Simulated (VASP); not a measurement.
A run of VASP 6.6.1 is set up as follows.

Contents of INCAR:

```
PREC = Accurate
ENCUT = 520
EDIFF = 1E-7
ISMEAR = -1
SIGMA = 0.1
LREAL = False
LASPH = True
NELM = 80
ALGO = Normal
ISIF = 2
LWAVE = False
LCHARG = True
GGA = CA
LELF = True
LVHAR = True
NBANDS = 31
```

Contents of KPOINTS:

```
regular mesh
0
Gamma
  11 11 11
```

POSCAR

```
Yb
1.0
    0.0000000000      4.0343699105      4.0343699105
    4.0343699105      0.0000000000      4.0343699105
    4.0343699105      4.0343699105      0.0000000000
Yb
2
Direct
    0.1250000000      0.1250000000      0.1250000000
    0.8750000000      0.8750000000      0.8750000000
```

Potentials or basis: VASP PAW PBE potentials, release 64 (Yb).

Command:

```bash
$ cat potpaw_PBE.64/Yb/POTCAR > POTCAR
$ mpirun -np 1 vasp_std > vasp.out
```

**Question.** Predict the pressure.

**Answer.** 0.0 GPa.

**Question.** Estimate the band gap on the k mesh.

**Answer.** Zero (bands 24 and 25 overlap by 1.18 eV).

Caveat: the PAW data sets were made with another functional, which shifts forces and pressure a little; spin-orbit coupling is left out, which moves the levels of the heavy elements. Spin polarisation is off, so any magnetic state and its effect on volume and gap are missing.
